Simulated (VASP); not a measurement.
# Mo (P6_3/mmc) in VASP: a series of runs, part 2 of 2

VASP 6.6.1. The steps go on from the part before.

### 3 Single point, PBEsol

This run uses another cell than the first one, of 18.71 Å³/atom.

INCAR

```
SYSTEM = Mo
PREC = Accurate ; ENCUT = 520
EDIFF = 1E-6 ; ISMEAR = 0
SIGMA = 0.1 ; LREAL = .FALSE.
LASPH = .TRUE. ; NELM = 100
ALGO = Normal ; ISIF = 2
LWAVE = .FALSE. ; LCHARG = .FALSE.
GGA = PS ; NBANDS = 36
```

KPOINTS

```
Automatic mesh
0
G
  6 6 4
  0 0 0
```

POSCAR

```
Mo
1.0
    4.2124095877      0.0000000000      0.0000000000
   -2.1062047939      3.6480537141      0.0000000000
    0.0000000000      0.0000000000      4.8695003657
Mo
4
Direct
    0.0000000000      0.0000000000      0.2500000000
    0.0000000000      0.0000000000      0.7500000000
    0.3333333333      0.6666666667      0.7500000000
    0.6666666667      0.3333333333      0.2500000000
```

Potentials or basis: VASP PAW PBE potentials, release 64 (Mo_sv).

The run is started by

```
cat potpaw_PBE.64/Mo_sv/POTCAR > POTCAR
mpirun -np 1 vasp_std > vasp.out
```

OUTCAR:

```text
SYSTEM = Mo
   PREC = Accurate
   ENCUT = 520
   EDIFF = 1E-6
   ISMEAR = 0
   LREAL = .FALSE.
   LASPH = .TRUE.
   NELM = 100
   ISIF = 2
   GGA = PS

 ion  position               nearest neighbor table
   1  0.000  0.000  0.250-   4 2.43   4 2.43   4 2.43   2 2.43   2 2.43   3 3.44   3 3.44   3 3.44
                             3 3.44   3 3.44   3 3.44
   2  0.000  0.000  0.750-   3 2.43   3 2.43   3 2.43   1 2.43   1 2.43   4 3.44   4 3.44   4 3.44
                             4 3.44   4 3.44   4 3.44
   3  0.333  0.667  0.750-   2 2.43   2 2.43   2 2.43   4 3.44   4 3.44   4 3.44   4 3.44   1 3.44
                             1 3.44   1 3.44   1 3.44   1 3.44   1 3.44   4 3.44   4 3.44
   4  0.667  0.333  0.250-   1 2.43   1 2.43   1 2.43   3 3.44   3 3.44   3 3.44   3 3.44   2 3.44
                             2 3.44   2 3.44   2 3.44   2 3.44   2 3.44   3 3.44   3 3.44

  LATTYP: Found a hexagonal cell.
 ALAT       =     4.2124095877
 C/A-ratio  =     1.1559892893

  Lattice vectors:

 A1 = (   4.2124095877,   0.0000000000,   0.0000000000)
 A2 = (  -2.1062047939,   3.6480537141,   0.0000000000)
 A3 = (   0.0000000000,   0.0000000000,   4.8695003657)

Analysis of symmetry for initial positions (statically):
=====================================================================
 Subroutine PRICEL returns:
 Original cell was already a primitive cell.

 Routine SETGRP: Setting up the symmetry group for a
 hexagonal supercell.

 Subroutine GETGRP returns: Found 24 space group operations
 (whereof 12 operations were pure point group operations)
 out of a pool of 24 trial point group operations.

The static configuration has the point symmetry D_3d.
 The point group associated with its full space group is D_6h.

Analysis of symmetry for dynamics (positions and initial velocities):
=====================================================================
 Subroutine PRICEL returns:
 Original cell was already a primitive cell.

 Routine SETGRP: Setting up the symmetry group for a
 hexagonal supercell.

 Subroutine GETGRP returns: Found 24 space group operations
 (whereof 12 operations were pure point group operations)
 out of a pool of 24 trial point group operations.

The dynamic configuration has the point symmetry D_3d.
 The point group associated with its full space group is D_6h.

 Subroutine INISYM returns: Found 24 space group operations
 (whereof 12 operations are pure point group operations),
 and found     1 'primitive' translations

----------------------------------------------------------------------------------------

                                     Primitive cell

  volume of cell :      74.8301

  direct lattice vectors                    reciprocal lattice vectors
     4.212409588  0.000000000  0.000000000     0.237393819  0.137059385  0.000000000
    -2.106204794  3.648053714  0.000000000     0.000000000  0.274118771  0.000000000
     0.000000000  0.000000000  4.869500366     0.000000000  0.000000000  0.205359878

  length of vectors
     4.212409588  4.212409588  4.869500366     0.274118771  0.274118771  0.205359878

  position of ions in fractional coordinates (direct lattice)
     0.000000000  0.000000000  0.250000000
     0.000000000  0.000000000  0.750000000
     0.333333333  0.666666667  0.750000000
     0.666666667  0.333333333  0.250000000

[... 32 lines left out ...]

 Following reciprocal coordinates:
            Coordinates               Weight
  0.000000  0.000000  0.000000      1.000000
  0.166667  0.000000  0.000000      6.000000
  0.333333  0.000000  0.000000      6.000000
  0.500000 -0.000000  0.000000      3.000000
  0.166667  0.166667  0.000000      6.000000
  0.333333  0.166667  0.000000     12.000000
[... 13 lines left out ...]
  0.333333  0.166667  0.500000     12.000000
  0.333333  0.333333  0.500000      2.000000
   k-points           NKPTS =     21   k-points in BZ     NKDIM =     21   number of bands    NBANDS=     36
   number of dos      NEDOS =    301   number of ions     NIONS =      4
   total plane-waves  NPLWV =  36864
   dimension x,y,z NGX =    32 NGY =   32 NGZ =   36
   dimension x,y,z NGXF=    64 NGYF=   64 NGZF=   72
   ions per type =               4
   NGX,Y,Z   is equivalent  to a cutoff of  12.63, 12.63, 12.29 a.u.
   NGXF,Y,Z  is equivalent  to a cutoff of  25.26, 25.26, 24.58 a.u.
 SYSTEM =  Mo
   PREC   = accura    normal or accurate (medium, high low for compatibility)
   ISTART =      0    job   : 0-new  1-cont  2-samecut
   ICHARG =      2    charge: 1-file 2-atom 10-const
   ISPIN  =      1    spin polarized calculation?
   LNONCOLLINEAR =      F non collinear calculations
   LSORBIT =      F    spin-orbit coupling
   LASPH  =      T    aspherical Exc in radial PAW
   ENCUT  =  520.0 eV  38.22 Ry    6.18 a.u.   7.83  7.83  9.05*2*pi/ulx,y,z
   NELM   =    100;   NELMIN=  2; NELMDL= -5     # of ELM steps
   EDIFF  = 0.1E-05   stopping-criterion for ELM
   LREAL  =      F    real-space projection
   EDIFFG = 0.1E-04   stopping-criterion for IOM
   NSW    =      0    number of steps for IOM
   IBRION =     -1    ionic relax: 0-MD 1-quasi-New 2-CG
   NFREE  =      0    steps in history (QN), initial steepest desc. (CG)
   ISIF   =      2    stress and relaxation
   ISYM   =      2    0-nonsym 1-usesym 2-fastsym
   POTIM  = 0.5000    time-step for ionic-motion
   TEBEG  =    0.0;   TEEND  =   0.0 temperature during run
   PSTRESS=    0.0 pullay stress
   NELECT =      56.0000    total number of electrons
   NUPDOWN=      -1.0000    fix difference up-down
   EMIN   =  10.00;   EMAX   =-10.00  energy-range for DOS
   EFERMI =   0.00;   METHOD = LEGACY
   ISMEAR =     0;   SIGMA  =   0.10  broadening in eV -4-tet -1-fermi 0-gaus
   EFERMI_NEDOS =   21; number of points for ismear=-14 and -15
   IALGO  =     38    algorithm
   IMIX   =      4    mixing-type and parameters
     AMIX     =   0.40;   BMIX     =  1.00
     AMIX_MAG =   1.60;   BMIX_MAG =  1.00
  volume/ion in A,a.u.               =      18.71       126.24
  Fermi-wavevector in a.u.,A,eV,Ry     =   1.486319  2.808736 30.057241  2.209145
  Thomas-Fermi vector in A             =   2.599620
   LORBIT       =      0    0 simple, 1 ext, 2 COOP (PROOUT), +10 PAW based schemes
   GGA     = PS    functional components
   LHFCALC =     F    Hartree Fock is set to
   AEXX    =    0.0000 exact exchange contribution
   IVDW    =     0    specifies the selected vdW correction
   LEPSILON=     F    determine dielectric tensor
   LRPA    =     F    only Hartree local field effects (RPA)
 non-spin polarized calculation
 Gauss-broadening in eV      SIGMA  =   0.10
  energy-cutoff  :      520.00
  volume of cell :       74.83
 maximum number of plane-waves:      2034
 NGX is ok and might be reduce to    32
   NGX = 15   NGY = 15   NGZ = 19

 number of electron      55.9999998 magnetization

 Free energy of the ion-electron system (eV)
  ---------------------------------------------------
  ext. energy  EPLUGINS =         0.00000000
  ---------------------------------------------------
  free energy    TOTEN  =       -41.71051461 eV

  energy without entropy =      -41.69424488  energy(sigma->0) =      -41.70237975

 E-fermi :   9.3754     XC(G=0): -12.2750

 val. band max:        9.2133590397   @ k =   0.0000   0.0000   0.2500
 cond. band min:       9.3798426862   @ k =   0.0000   0.0000   0.2500
 fundamental gap:      0.1664836465
 Fermi energy:         9.3753991474

 k-point     1 :       0.0000    0.0000    0.0000
  band No.  band energies     occupation
      1     -51.4520      2.00000
      2     -51.3209      2.00000
      3     -50.8495      2.00000
      4     -50.5736      2.00000
      5     -26.5291      2.00000
      6     -26.0918      2.00000
[... 808 lines left out ...]
     35      13.0054      0.00000
     36      13.0054      0.00000

------------------------ aborting loop because EDIFF is reached ----------------------------------------

  FORCE on cell =-STRESS in cart. coord.  units (eV):
  Direction    XX          YY          ZZ          XY          YZ          ZX
  --------------------------------------------------------------------------------------
  -------------------------------------------------------------------------------------
  Total        0.3203760      0.3203760      0.2675881     -0.0000000      0.0000000      0.0000000
  in kB        6.8595303      6.8595303      5.7292955     -0.0000000      0.0000000      0.0000000
  external PRESSURE =       6.4827854 kB  Pullay stress =       0.0000000 kB

 VOLUME and BASIS-vectors are now :
 -----------------------------------------------------------------------------
  energy-cutoff  :      520.00
  volume of cell :       74.83
      direct lattice vectors                 reciprocal lattice vectors
     4.212409588  0.000000000  0.000000000     0.237393819  0.137059385  0.000000000
    -2.106204794  3.648053714  0.000000000     0.000000000  0.274118771  0.000000000
     0.000000000  0.000000000  4.869500366     0.000000000  0.000000000  0.205359878

 POSITION                                       TOTAL-FORCE (eV/Angst)
 -----------------------------------------------------------------------------------
      0.00000      0.00000      1.21738         0.000000     -0.000000     -0.000000
      0.00000      0.00000      3.65213        -0.000000      0.000000     -0.000000
     -0.00000      2.43204      3.65213        -0.000000     -0.000000      0.000000
      2.10620      1.21602      1.21738         0.000000      0.000000     -0.000000
 -----------------------------------------------------------------------------------
    total drift:                               -0.000000      0.000000     -0.000000

  FREE ENERGIE OF THE ION-ELECTRON SYSTEM (eV)
  ---------------------------------------------------
  free  energy   TOTEN  =       -41.7105146141 eV

  energy  without entropy=      -41.6942448849  energy(sigma->0) =      -41.70237975
```

Run time: 71 s. Hardware: 1 thread of Intel Xeon 8259CL, shared host; peak memory 0.2 GiB.

Results:

* Free energy: -41.7105 eV
* Pressure: 0.6 GPa
* Band gap on the k mesh: zero (bands 28 and 29 overlap by 0.66 eV)

Caveat: the PAW data sets were made with another functional, which shifts forces and pressure a little.
